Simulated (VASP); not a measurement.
GdN, 2 atoms in the cell. Symmetry: Fm-3m, No. 225, cubic system. The conventional cell has a = 5.019 Å, b = 5.019 Å, c = 5.019 Å, α = 90.00°, β = 90.00°, γ = 90.00°. Within 3.3 Å of Gd (site symmetry m-3m) lie 6 N at 2.51 Å. Within 3.3 Å of N (site symmetry m-3m) lie 6 Gd at 2.51 Å. 

```yaml
Program: VASP 6.6.1
Task: single point
Functional: PBE
Potentials_or_basis: VASP PAW PBE potentials, release 64 (Gd, N)
Cutoff: 520 eV
k_mesh: 12 × 12 × 12
Occupations: gaussian, width 0.05 eV
Spin: collinear spin, ferromagnetic start
Starting_moments: "[7.55, 0.0] μB"
Dipole_correction: no
Further_INCAR_settings: ALGO = Normal; EDIFF = 1e-07; NBANDS = 22
```

Potentials or basis: VASP PAW PBE potentials, release 64 (Gd, N).

Run with:

```console
$ cat potpaw_PBE.64/Gd/POTCAR potpaw_PBE.64/N/POTCAR > POTCAR
$ mpirun -np 1 vasp_std > vasp.out
```

Hardware: 1 thread of Intel Xeon 8259CL, on a shared host.

Q: How long does it take, and how much memory?

A: Run time: 8.9 min on 1 thread of Intel Xeon 8259CL (shared host), peak memory 0.25 GiB. Counts: scf iterations 34, k points 72.
